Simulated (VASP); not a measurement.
Here is a VASP 6.6.1 calculation.

INCAR

```
SYSTEM = HgTe
PREC = Accurate ; ENCUT = 520
EDIFF = 1E-6 ; ISMEAR = 0
SIGMA = 0.1 ; LREAL = .FALSE.
LASPH = .TRUE. ; NELM = 60
ALGO = Normal ; ISIF = 2
LWAVE = .FALSE. ; LCHARG = .TRUE.
GGA = PE ; LELF = .TRUE.
LVHAR = .TRUE. ; NBANDS = 16
```

KPOINTS

```
regular mesh
0
G
  12 12 12
  0 0 0
```

POSCAR

```
HgTe
1.0
    0.0000000000      2.9019569140      2.9019569140
    2.9019569140      0.0000000000      2.9019569140
    2.9019569140      2.9019569140      0.0000000000
Hg Te
1 1
Direct
    0.0000000000      0.0000000000      0.0000000000
    0.2500000000      0.2500000000      0.2500000000
```

Potentials or basis: VASP PAW PBE potentials, release 64 (Hg, Te).

Run with:

```bash
$ cat potpaw_PBE.64/Hg/POTCAR potpaw_PBE.64/Te/POTCAR > POTCAR
$ mpirun -np 1 vasp_std > vasp.out
```

(1) Estimate the pressure.

(2) What does it give for the band gap on the k mesh?

## Answers

(1) 40.4 GPa.

(2) 0.14 eV.

Caveat: the cell stands under pressure; spin-orbit coupling is left out, which moves the levels of the heavy elements.
